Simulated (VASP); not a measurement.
The system is TiB2.

```xyz
3
Lattice="3.0292 0.0000 0.0000 -1.5146 2.6234 0.0000 0.0000 0.0000 3.2284" Properties=species:S:1:pos:R:3 pbc="T T T"
Ti    0.0000    0.0000    0.0000
B     1.5146    0.8745    1.6142
B     0.0000    1.7489    1.6142
```

| Quantity | Value |
| --- | --- |
| Program | VASP 6.6.1 |
| Task | relaxation of cell and atoms |
| Functional | PBE |
| Potentials or basis | VASP PAW PBE potentials, release 64 (Ti_sv, B) |
| Cutoff | 600 eV |
| k mesh | 10 × 10 × 8 |
| Occupations | fermi-dirac, width 0.05 eV |
| Spin | no spin polarisation |
| Hubbard terms | Ti d U = 3.0 eV |

At the start: pressure 6.4 GPa; volume 8.55 Å³/atom.

Task: How do energy, volume and symmetry change on relaxing?

Result: Over 4 steps the energy falls by 4.8 meV/atom and the volume is 8.78 Å³/atom (+2.6 %); space group P6/mmm (No. 191, to 0.1 Å) before and after.

The path:
```csv
step,energy change (eV),largest force (eV/Å),pressure (GPa),volume (Å³)
1,0.0000,0.0000,6.43,25.66
2,-0.0028,0.0000,-5.62,26.95
3,-0.0136,0.0000,-0.22,26.33
4,-0.0144,0.0000,-0.02,26.33
```

Final structure:
```xyz
3
Lattice="3.0460 0.0000 0.0000 -1.5230 2.6379 0.0000 0.0000 0.0000 3.2765" Properties=species:S:1:pos:R:3 pbc="T T T"
Ti   -1.5230    2.6379    3.2765
B     1.5230    0.8793    1.6383
B     0.0000    1.7586    1.6383
```

Caveat: U without spin polarisation on a metal has little footing; the U is typed as a test and isn't derived for this compound.
